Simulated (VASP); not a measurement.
A run of VASP 6.6.1:

INCAR

```
SYSTEM = GaN
ALGO = Normal
EDIFF = 1E-6
ENCUT = 520
GGA = PE
ISIF = 2
ISMEAR = 0
LASPH = .TRUE.
LCHARG = .FALSE.
LREAL = Auto
LWAVE = .FALSE.
NBANDS = 86
NELM = 80
PREC = Accurate
SIGMA = 0.01
```

Contents of KPOINTS:

```
k-points
0
G
  3 3 3
  0 0 0
```

The input POSCAR:

```
GaN
1.0
    0.0000000000      0.0000000000     -5.2431684262
    6.4367416346      0.0000000001      0.0000000000
   -3.2183708173     -5.5743817732      0.0000000000
Ga N
8 8
Direct
    0.5008651352      0.1666666667      0.3333333333
    0.5008651352      0.6666666667      0.3333333333
    0.5008651352      0.1666666667      0.8333333333
    0.5008651352      0.6666666667      0.8333333333
    0.0008651352      0.8333333333      0.1666666667
    0.0008651352      0.3333333333      0.1666666667
    0.0008651352      0.8333333333      0.6666666667
    0.0008651352      0.3333333333      0.6666666667
    0.1241348648      0.1666666667      0.3333333333
    0.1241348648      0.6666666667      0.3333333333
    0.1241348648      0.1666666667      0.8333333333
    0.1241348648      0.6666666667      0.8333333333
    0.6241348648      0.8333333333      0.1666666667
    0.6241348648      0.3333333333      0.1666666667
    0.6241348648      0.8333333333      0.6666666667
    0.6241348648      0.3333333333      0.6666666667
```

Potentials or basis: VASP PAW PBE potentials, release 64 (Ga_d, N).

Run with:

```bash
$ cat potpaw_PBE.64/Ga_d/POTCAR potpaw_PBE.64/N/POTCAR > POTCAR
$ mpirun -np 1 vasp_std > vasp.out
```

Hardware: 1 thread of AMD EPYC 7R43 64-Core Processor (Zen 3), with other jobs on the host.

Q: Estimate the wall time of this run.

A: Run time: 3.5 min on 1 thread of AMD EPYC 7R43 64-Core Processor (Zen 3) (shared host), peak memory 0.27 GiB. Counts: scf iterations 16, k points 6.
